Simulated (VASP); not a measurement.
Input of a VASP 6.6.1 run:

POSCAR

```
SiC
1.0
    3.0760000000      0.0000000000      0.0000000000
   -1.5380000000      2.6638941420      0.0000000000
    0.0000000000      0.0000000000      5.0480000000
Si C
2 2
Direct
    0.6666666667      0.3333333333      0.5000000000
    0.3333333333      0.6666666667      0.0000000000
    0.6666666667      0.3333333333      0.8850000000
    0.3333333333      0.6666666667      0.3850000000
```

File INCAR.step1:

```
ALGO     = Normal         # electronic algorithm
EDIFF    = 1E-5           # SCF threshold, eV
ENCUT    = 520            # plane-wave cutoff, eV
GGA      = PE             # functional
ISIF     = 2              # what is computed and relaxed
ISMEAR   = -1             # smearing method
LASPH    = T              # aspherical terms in the spheres
LREAL    = F              # projectors in reciprocal space
LWAVE    = T              # write WAVECAR
NBANDS   = 16             # bands
NELM     = 60             # most SCF steps
PREC     = Accurate       # precision mode
SIGMA    = 0.05           # smearing width, eV
```

INCAR.step2

```
AEXX     = 0.25           # exact-exchange fraction
ALGO     = Normal         # electronic algorithm
EDIFF    = 1E-6           # SCF threshold, eV
ENCUT    = 520            # plane-wave cutoff, eV
GGA      = PE             # functional
HFSCREEN = 0.3            # screening, 1/A
ISIF     = 2              # what is computed and relaxed
ISMEAR   = -1             # smearing method
ISTART   = 1            
LASPH    = T              # aspherical terms in the spheres
LCHARG   = T              # write CHGCAR
LELF     = T              # ELF
LHFCALC  = T              # exact exchange
LREAL    = F              # projectors in reciprocal space
LVHAR    = T            
LWAVE    = F              # write WAVECAR
NBANDS   = 16             # bands
NELM     = 60             # most SCF steps
PREC     = Accurate       # precision mode
PRECFOCK = Normal       
SIGMA    = 0.05           # smearing width, eV
```

KPOINTS

```
k-points
0
Gamma
  5 5 3
```

Potentials or basis: VASP PAW PBE potentials, release 64 (Si, C).

Run with:

```console
$ cat potpaw_PBE.64/Si/POTCAR potpaw_PBE.64/C/POTCAR > POTCAR
$ cp INCAR.step1 INCAR
$ mpirun -np 1 vasp_std > vasp.out
$ cp INCAR.step2 INCAR
$ mpirun -np 1 vasp_std > vasp.out
```

Q: Predict the largest force.

A: 0.758 eV/Å.

Q: What does it give for the pressure?

A: -1.0 GPa.

Stress tensor (GPa, compression positive):
```
 0.63  0.00  0.00
 0.00  0.63  0.00
 0.00  0.00 -4.30
```

Caveat: the k points lie up to 0.47 Å⁻¹ apart; the PAW data sets were made with another functional, which shifts forces and pressure a little.
